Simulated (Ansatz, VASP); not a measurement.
Ta in VASP and in Ansatz

```
CELL_PARAMETERS angstrom
3.31955 0.00000 0.00000
0.00000 3.31955 0.00000
0.00000 0.00000 22.63910
ATOMIC_POSITIONS crystal
Ta 0.00000 0.00000 0.36202
Ta 0.50000 0.50000 0.42561
Ta 0.00000 0.00000 0.50000
Ta 0.50000 0.50000 0.57439
Ta 0.00000 0.00000 0.63798
```

Alike in both runs: functional PBE; k mesh 12 × 12 × 1; occupations fermi-dirac, width 0.08 eV; no spin polarisation.

Ansatz relaxed the structure, and its values are those at the end. VASP's run is a single point on that final structure, the one shown.

```csv
,VASP,Ansatz
version,VASP 6.6.1,Ansatz 0.2.0
potentials or method,"VASP PAW PBE potentials, release 64 (Ta_pv), cutoff 520 eV","all-electron LAPW, scalar-relativistic"
```

|  | VASP | Ansatz | Ansatz less VASP |
| --- | --- | --- | --- |
| rms of the force components (eV/Å) | 0.001 | 0.003 | +0.0026 |

Ansatz ran all-electron here, and VASP with PAW potentials. Ansatz's warnings: vacuum below fermi.

Neither program's run includes spin-orbit coupling.
